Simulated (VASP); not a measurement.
A run of VASP 6.6.1:

The input INCAR:

```
ALGO = Fast
EDIFF = 1E-7
EDIFFG = -0.01
ENCUT = 600
GGA = PE
IBRION = 2
ISIF = 3
ISMEAR = 0
LASPH = True
LCHARG = False
LREAL = False
LWAVE = False
NELM = 80
NSW = 100
PREC = Accurate
SIGMA = 0.1
```

Contents of KPOINTS:

```
k-points
0
Gamma
  12 12 8
```

POSCAR

```
InSbO
1.0
    3.8602671587      0.0000000000      0.0000000000
   -1.9301335794      3.3430894249      0.0000000000
    0.0000000000      0.0000000000      5.4784867503
In Sb O
1 1 1
Direct
    0.0000000000      0.0000000000      0.0000000000
    0.3333333333      0.6666666667      0.5000000000
    0.6666666667      0.3333333333      0.5000000000
```

Potentials or basis: VASP PAW PBE potentials, release 64 (In_d, Sb, O).

Launch:

```bash
$ cat potpaw_PBE.64/In_d/POTCAR potpaw_PBE.64/Sb/POTCAR potpaw_PBE.64/O/POTCAR > POTCAR
$ mpirun -np 1 vasp_std > vasp.out
```

Hardware: 1 thread of Oxide Virtual Turin-like Processor (shared host).

How long does it take, and how much memory?

Wall time 11 min on 1 thread of Oxide Virtual Turin-like Processor (shared host), peak memory 0.31 GiB. Counts: scf iterations 93, k points 95, ion steps 8.
